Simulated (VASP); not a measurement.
GePt, 8 atoms in the cell. It takes space group Pnma (No. 62, orthorhombic). The conventional cell has a = 5.719 Å, b = 3.697 Å, c = 6.084 Å, α = 90.00°, β = 90.00°, γ = 90.00°. Ge (site symmetry m) has 6 Pt at 2.48 to 2.65 Å and 2 Ge at 3.02 Å within 3.3 Å. Within 3.3 Å of Pt (site symmetry m) lie 6 Ge at 2.48 to 2.65 Å and 4 Pt at 2.95 to 2.97 Å. 

* Program: VASP 6.6.1
* Task: single point
* Functional: PBE
* Potentials or basis: VASP PAW PBE potentials, release 64 (Ge_d, Pt)
* Cutoff: 520 eV
* k mesh: 4 × 6 × 4
* Occupations: gaussian, width 0.1 eV
* Spin: no spin polarisation
* Dipole correction: no
* Further INCAR settings: ALGO = Normal; EDIFF = 1e-06; NBANDS = 58

Potentials or basis: VASP PAW PBE potentials, release 64 (Ge_d, Pt).

Command:

```console
$ cat potpaw_PBE.64/Ge_d/POTCAR potpaw_PBE.64/Pt/POTCAR > POTCAR
$ mpirun -np 1 vasp_std > vasp.out
```

Hardware: 1 thread of AMD EPYC 7R13, on a shared host.

Problem. Estimate the wall time of this run.

Solution. It took 7 min on 1 thread of AMD EPYC 7R13 (shared host), peak memory 0.34 GiB. Counts: scf iterations 13, k points 36.
